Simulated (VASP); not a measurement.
# SiNi in VASP: single point with PBE

Aim: the single point of SiNi with PBE.

Program: VASP 6.6.1. These are calculated values, not measurements. Logs are shortened: lines on timing, memory, paths and dates and some standing lists are left out, and cuts for length are marked.

**1. The cell of the first run**

The cell holds a slab with vacuum, 24 atoms: a = 3.376 Å, b = 7.625 Å, c = 25.676 Å, α = 90.00°, β = 90.00°, γ = 90.00°.

**2. Single point, PBE**

INCAR reads:

```
SYSTEM = SiNi
ALGO = Fast
DIPOL = 0.5 0.5 0.500
EDIFF = 1E-6
ENCUT = 520
GGA = PE
IDIPOL = 3
ISIF = 2
ISMEAR = 0
LASPH = .True.
LCHARG = .True.
LDIPOL = .True.
LELF = .True.
LREAL = Auto
LVACPOTAV = .True.
LVHAR = .True.
LWAVE = .False.
NBANDS = 102
NELM = 80
PREC = Accurate
SIGMA = 0.1
```

KPOINTS reads:

```
k-points
0
Gamma
  10 5 1
  0 0 0
```

POSCAR reads:

```
SiNi
1.0
    3.3757621829      0.0000000000      0.0000000000
    0.0000000000      7.6245701446      0.0000000000
    0.0000000000      0.0000000000     25.6756543382
Si Ni
12 12
Direct
    0.7500000000      0.8558614007      0.2921055059
    0.7500000000      0.2645189474      0.3169901768
    0.2500000000      0.6494975106      0.3871523978
    0.2500000000      0.0581550573      0.4120370687
    0.7500000000      0.3128696297      0.4400342186
    0.7500000000      0.7215271764      0.4649188895
    0.2500000000      0.1065057396      0.5350811105
    0.2500000000      0.5151632862      0.5599657814
    0.7500000000      0.7698778587      0.5879629313
    0.7500000000      0.1785354054      0.6128476022
    0.2500000000      0.5635139686      0.6830098232
    0.2500000000      0.9721715152      0.7078944941
    0.2500000000      0.0555258592      0.3229714861
    0.7500000000      0.5631094652      0.3254262189
    0.2500000000      0.3509069927      0.3787163557
    0.7500000000      0.8584905988      0.3811710885
    0.2500000000      0.5125340882      0.4709001988
    0.7500000000      0.0201176942      0.4733549316
    0.2500000000      0.8079152217      0.5266450684
    0.7500000000      0.3154988278      0.5290998012
    0.2500000000      0.9695423171      0.6188289115
    0.7500000000      0.4771259232      0.6212836443
    0.2500000000      0.2649234507      0.6745737811
    0.7500000000      0.7725070568      0.6770285139
```

Potentials or basis: VASP PAW PBE potentials, release 64 (Si, Ni).

Command:

```console
$ cat potpaw_PBE.64/Si/POTCAR potpaw_PBE.64/Ni/POTCAR > POTCAR
$ mpirun -np 1 vasp_std > vasp.out
```

OUTCAR:

```text
SYSTEM = SiNi
   EDIFF = 1E-6
   ENCUT = 520
   GGA = PE
   ISIF = 2
   ISMEAR = 0
   LASPH = .True.
   LREAL = Auto
   NELM = 80
   PREC = Accurate

 ion  position               nearest neighbor table
   1  0.750  0.856  0.292-  16 2.29  14 2.39  13 2.41  13 2.41
   2  0.750  0.265  0.317-  14 2.29  13 2.33  13 2.33  15 2.41  15 2.41
   3  0.250  0.649  0.387-  15 2.29  16 2.33  16 2.33  17 2.39  14 2.41  14 2.41   6 2.67   6 2.67

   4  0.250  0.058  0.412-  13 2.29  18 2.33  18 2.33  15 2.39  16 2.41  16 2.41   5 2.67   5 2.67

   5  0.750  0.313  0.440-  20 2.29  15 2.33  15 2.33  18 2.39  17 2.41  17 2.41   4 2.67   4 2.67
[... 7 lines left out ...]
   9  0.750  0.770  0.588-  24 2.29  19 2.33  19 2.33  22 2.39  21 2.41  21 2.41   8 2.67   8 2.67

  10  0.750  0.179  0.613-  22 2.29  21 2.33  21 2.33  20 2.39  23 2.41  23 2.41   7 2.67   7 2.67

  11  0.250  0.564  0.683-  23 2.29  24 2.33  24 2.33  22 2.41  22 2.41
  12  0.250  0.972  0.708-  21 2.29  23 2.39  24 2.41  24 2.41
  13  0.250  0.056  0.323-   4 2.29   2 2.33   2 2.33   1 2.41   1 2.41  15 2.67  16 2.71  16 2.71

  14  0.750  0.563  0.325-   2 2.29   1 2.39   3 2.41   3 2.41  16 2.67  15 2.71  15 2.71
  15  0.250  0.351  0.379-   3 2.29   5 2.33   5 2.33   4 2.39   2 2.41   2 2.41  13 2.67  17 2.67
                            14 2.71  14 2.71
  16  0.750  0.858  0.381-   1 2.29   3 2.33   3 2.33   6 2.39   4 2.41   4 2.41  14 2.67  18 2.67
                            13 2.71  13 2.71
  17  0.250  0.513  0.471-   8 2.29   6 2.33   6 2.33   3 2.39   5 2.41   5 2.41  19 2.67  15 2.67
                            20 2.71  20 2.71
  18  0.750  0.020  0.473-   6 2.29   4 2.33   4 2.33   5 2.39   7 2.41   7 2.41  20 2.67  16 2.67
                            19 2.71  19 2.71
  19  0.250  0.808  0.527-   7 2.29   9 2.33   9 2.33   8 2.39   6 2.41   6 2.41  17 2.67  21 2.67
                            18 2.71  18 2.71
  20  0.750  0.315  0.529-   5 2.29   7 2.33   7 2.33  10 2.39   8 2.41   8 2.41  18 2.67  22 2.67
                            17 2.71  17 2.71
  21  0.250  0.970  0.619-  12 2.29  10 2.33  10 2.33   7 2.39   9 2.41   9 2.41  23 2.67  19 2.67
                            24 2.71  24 2.71
  22  0.750  0.477  0.621-  10 2.29   8 2.33   8 2.33   9 2.39  11 2.41  11 2.41  24 2.67  20 2.67
                            23 2.71  23 2.71
  23  0.250  0.265  0.675-  11 2.29  12 2.39  10 2.41  10 2.41  21 2.67  22 2.71  22 2.71
  24  0.750  0.773  0.677-   9 2.29  11 2.33  11 2.33  12 2.41  12 2.41  22 2.67  21 2.71  21 2.71

  LATTYP: Found a simple orthorhombic cell.
 ALAT       =     3.3757621829
 B/A-ratio  =     2.2586218257
 C/A-ratio  =     7.6058836337

  Lattice vectors:

 A1 = (   3.3757621829,   0.0000000000,   0.0000000000)
 A2 = (   0.0000000000,   7.6245701446,   0.0000000000)
 A3 = (   0.0000000000,   0.0000000000,  25.6756543382)

Analysis of symmetry for initial positions (statically):
=====================================================================
 Subroutine PRICEL returns:
 Original cell was already a primitive cell.

 Routine SETGRP: Setting up the symmetry group for a
 simple orthorhombic supercell.

 Subroutine GETGRP returns: Found  4 space group operations
 (whereof  1 operations were pure point group operations)
 out of a pool of  8 trial point group operations.

The static configuration has the point symmetry C_1 .
 The point group associated with its full space group is C_2h.

Analysis of symmetry for dynamics (positions and initial velocities):
=====================================================================
 Subroutine PRICEL returns:
 Original cell was already a primitive cell.

 Routine SETGRP: Setting up the symmetry group for a
 simple orthorhombic supercell.

 Subroutine GETGRP returns: Found  4 space group operations
 (whereof  1 operations were pure point group operations)
 out of a pool of  8 trial point group operations.

The dynamic configuration has the point symmetry C_1 .
 The point group associated with its full space group is C_2h.

 Subroutine INISYM returns: Found  4 space group operations
 (whereof  1 operations are pure point group operations),
 and found     1 'primitive' translations

----------------------------------------------------------------------------------------

                                     Primitive cell

  volume of cell :     660.8589

  direct lattice vectors                    reciprocal lattice vectors
     3.375762183  0.000000000  0.000000000     0.296229398  0.000000000  0.000000000
[... 71 lines left out ...]
     0.000000000  0.026230987  0.000000000     0.000000000  0.200000000  0.000000000
     0.000000000  0.000000000  0.038947401     0.000000000  0.000000000  1.000000000

  Length of vectors
     0.029622940  0.026230987  0.038947401

  Shift w.r.t. Gamma in fractional coordinates (k-lattice)
     0.000000000  0.000000000  0.000000000

 Subroutine IBZKPT returns following result:
 ===========================================

 Found     18 irreducible k-points:

 Following reciprocal coordinates:
            Coordinates               Weight
  0.000000  0.000000  0.000000      1.000000
  0.100000  0.000000  0.000000      2.000000
  0.200000  0.000000  0.000000      2.000000
  0.300000  0.000000  0.000000      2.000000
  0.400000  0.000000  0.000000      2.000000
  0.500000  0.000000  0.000000      1.000000
[... 10 lines left out ...]
  0.400000  0.400000  0.000000      4.000000
  0.500000  0.400000  0.000000      2.000000
   k-points           NKPTS =     18   k-points in BZ     NKDIM =     18   number of bands    NBANDS=    102
   number of dos      NEDOS =    301   number of ions     NIONS =     24
   total plane-waves  NPLWV = 322560
   dimension x,y,z NGX =    28 NGY =   60 NGZ =  192
   dimension x,y,z NGXF=    56 NGYF=  120 NGZF=  384
   ions per type =              12  12
   NGX,Y,Z   is equivalent  to a cutoff of  13.79, 13.08, 12.43 a.u.
   NGXF,Y,Z  is equivalent  to a cutoff of  27.58, 26.16, 24.86 a.u.
 SYSTEM =  SiNi
   PREC   = accura    normal or accurate (medium, high low for compatibility)
   ISTART =      0    job   : 0-new  1-cont  2-samecut
   ICHARG =      2    charge: 1-file 2-atom 10-const
   ISPIN  =      1    spin polarized calculation?
   LNONCOLLINEAR =      F non collinear calculations
   LSORBIT =      F    spin-orbit coupling
   LASPH  =      T    aspherical Exc in radial PAW
   ENCUT  =  520.0 eV  38.22 Ry    6.18 a.u.   6.28 14.18 47.74*2*pi/ulx,y,z
   NELM   =     80;   NELMIN=  2; NELMDL= -5     # of ELM steps
   EDIFF  = 0.1E-05   stopping-criterion for ELM
   LREAL  =      T    real-space projection
   EDIFFG = 0.1E-04   stopping-criterion for IOM
   NSW    =      0    number of steps for IOM
   IBRION =     -1    ionic relax: 0-MD 1-quasi-New 2-CG
   NFREE  =      0    steps in history (QN), initial steepest desc. (CG)
   ISIF   =      2    stress and relaxation
   ISYM   =      2    0-nonsym 1-usesym 2-fastsym
   POTIM  = 0.5000    time-step for ionic-motion
   TEBEG  =    0.0;   TEEND  =   0.0 temperature during run
   PSTRESS=    0.0 pullay stress
   NELECT =     168.0000    total number of electrons
   NUPDOWN=      -1.0000    fix difference up-down
   EMIN   =  10.00;   EMAX   =-10.00  energy-range for DOS
   EFERMI =   0.00;   METHOD = LEGACY
   ISMEAR =     0;   SIGMA  =   0.10  broadening in eV -4-tet -1-fermi 0-gaus
   EFERMI_NEDOS =   21; number of points for ismear=-14 and -15
   IALGO  =     68    algorithm
   IMIX   =      4    mixing-type and parameters
     AMIX     =   0.40;   BMIX     =  1.00
     AMIX_MAG =   1.60;   BMIX_MAG =  1.00
  volume/ion in A,a.u.               =      27.54       185.82
  Fermi-wavevector in a.u.,A,eV,Ry     =   1.037071  1.959779 14.633278  1.075516
  Thomas-Fermi vector in A             =   2.171491
   LORBIT       =      0    0 simple, 1 ext, 2 COOP (PROOUT), +10 PAW based schemes
   GGA     = PE    functional components
   LHFCALC =     F    Hartree Fock is set to
   AEXX    =    0.0000 exact exchange contribution
   IVDW    =     0    specifies the selected vdW correction
   LEPSILON=     F    determine dielectric tensor
   LRPA    =     F    only Hartree local field effects (RPA)
 non-spin polarized calculation
 RMM-DIIS sequential band-by-band and
 Gauss-broadening in eV      SIGMA  =   0.10
  energy-cutoff  :      520.00
  volume of cell :      660.86
 maximum number of plane-waves:     17840
 NGX is ok and might be reduce to    28
   NGX = 13   NGY = 29   NGZ = 95

 dipolmoment           0.000000      0.000000     -0.000000 electrons x Angstroem

 number of electron     168.0000040 magnetization

 dipolmoment           0.000000      0.000000      0.000002 electrons x Angstroem

 Free energy of the ion-electron system (eV)
  ---------------------------------------------------
  ext. energy  EPLUGINS =         0.00000000
  ---------------------------------------------------
  free energy    TOTEN  =      -136.85360613 eV

  energy without entropy =     -136.81794992  energy(sigma->0) =     -136.83577802

 E-fermi :   1.7337     XC(G=0):  -6.2170

 val. band max:        1.7071140010   @ k =   0.2000   0.4000   0.0000
 cond. band min:       1.7589645001   @ k =   0.3000   0.4000   0.0000
 fundamental gap:      0.0518504991
 Fermi energy:         1.7336832073

 k-point     1 :       0.0000    0.0000    0.0000
  band No.  band energies     occupation
      1     -10.7998      2.00000
      2     -10.0173      2.00000
      3      -8.9661      2.00000
      4      -8.3537      2.00000
      5      -8.1697      2.00000
      6      -7.5875      2.00000
[... 1771 lines left out ...]
     95       3.5353      0.00000
     96       3.5353      0.00000
 [bands above 96 left out]

------------------------ aborting loop because EDIFF is reached ----------------------------------------

  FORCE on cell =-STRESS in cart. coord.  units (eV):
  Direction    XX          YY          ZZ          XY          YZ          ZX
  --------------------------------------------------------------------------------------
  -------------------------------------------------------------------------------------
  Total      -12.0685053     -8.1949134     -2.9431427      0.0000000      0.1980306      0.0000000
  in kB      -29.2587212    -19.8676373     -7.1353154      0.0000000      0.4801026      0.0000000
  external PRESSURE =     -18.7538913 kB  Pullay stress =       0.0000000 kB

 VOLUME and BASIS-vectors are now :
 -----------------------------------------------------------------------------
  energy-cutoff  :      520.00
  volume of cell :      660.86
      direct lattice vectors                 reciprocal lattice vectors
     3.375762183  0.000000000  0.000000000     0.296229398  0.000000000  0.000000000
     0.000000000  7.624570145  0.000000000     0.000000000  0.131154935  0.000000000
     0.000000000  0.000000000 25.675654338     0.000000000  0.000000000  0.038947401

 POSITION                                       TOTAL-FORCE (eV/Angst)
 -----------------------------------------------------------------------------------
      2.53182      6.52558      7.50000        -0.000000     -0.078481      0.058123
      2.53182      2.01684      8.13893        -0.000000     -0.094470     -0.077656
      0.84394      4.95214      9.94039        -0.000000     -0.092472     -0.714384
      0.84394      0.44341     10.57932         0.000000      0.048005     -0.326071
      2.53182      2.38550     11.29817        -0.000000     -0.046719     -0.159174
      2.53182      5.50133     11.93710        -0.000000      0.052238     -0.032758
[... 16 lines left out ...]
      0.84394      2.01993     17.32012        -0.000000     -0.292149     -0.628544
      2.53182      5.89003     17.38315        -0.000000      0.061147     -0.141826
 -----------------------------------------------------------------------------------
    total drift:                                0.000000      0.000070      0.000219

  FREE ENERGIE OF THE ION-ELECTRON SYSTEM (eV)
  ---------------------------------------------------
  free  energy   TOTEN  =      -136.8536061274 eV

  energy  without entropy=     -136.8179499192  energy(sigma->0) =     -136.83577802

 vacuum level on the upper side and lower side of the slab         6.738         6.738
```

It took 1.6 h on 1 thread of Oxide Virtual Turin-like, shared host; peak memory 1.1 GiB.

What came out:

```
Free energy            : -136.8536 eV
Largest force          : 0.720 eV/Å
Band gap on the k mesh : zero (bands 84 and 85 overlap by 1.29 eV)
```

Forces on the atoms (eV/Å):
```
Si   0.000 -0.078  0.058
Si   0.000 -0.094 -0.078
Si   0.000 -0.092 -0.714
Si   0.000  0.048 -0.326
Si   0.000 -0.047 -0.159
Si   0.000  0.052 -0.033
Si   0.000 -0.052  0.033
Si   0.000  0.047  0.159
Si   0.000 -0.048  0.326
Si   0.000  0.092  0.714
Si   0.000  0.094  0.078
Si   0.000  0.078 -0.058
Ni   0.000 -0.061  0.142
Ni   0.000  0.292  0.629
Ni   0.000 -0.014 -0.112
Ni   0.000 -0.014  0.447
Ni   0.000 -0.030  0.044
Ni   0.000  0.036  0.107
Ni   0.000 -0.036 -0.107
Ni   0.000  0.030 -0.044
Ni   0.000  0.014 -0.447
Ni   0.000  0.014  0.112
Ni   0.000 -0.292 -0.629
Ni   0.000  0.061 -0.142
```

The gap in the log of VASP goes by the Fermi energy; the results here count the filled bands.